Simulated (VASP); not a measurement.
Co3B2Sb, 6 atoms in the cell. The typed cell holds 6 atoms: a = 5.002 Å, b = 5.002 Å, c = 3.100 Å, α = 90.00°, β = 90.00°, γ = 60.00°. 

- Program: VASP 6.6.1
- Task: single point
- Functional: r2SCAN
- Potentials or basis: VASP PAW PBE potentials, release 64 (Co, B, Sb)
- Cutoff: 520 eV
- k mesh: 8 × 8 × 11
- Occupations: methfessel-paxton, width 0.1657 eV
- Spin: no spin polarisation
- Dipole correction: no
- Further INCAR settings: ALGO = Normal; EDIFF = 1e-07; NBANDS = 28

Potentials or basis: VASP PAW PBE potentials, release 64 (Co, B, Sb).

Launch:

```sh
$ cat potpaw_PBE.64/Co/POTCAR potpaw_PBE.64/B/POTCAR potpaw_PBE.64/Sb/POTCAR > POTCAR
$ cp INCAR.step1 INCAR
$ mpirun -np 1 vasp_std > vasp.out
$ cp INCAR.step2 INCAR
$ mpirun -np 1 vasp_std > vasp.out
```

Hardware: 1 thread of Intel(R) Xeon(R) Platinum 8259CL CPU @ 2.50GHz (Skylake/Cascade Lake), on a shared host.

Q: Estimate the wall time of this run.

A: Wall time 15 min on 1 thread of Intel(R) Xeon(R) Platinum 8259CL CPU @ 2.50GHz (Skylake/Cascade Lake), on a shared host, peak memory 0.36 GiB. Counts: k points 126.
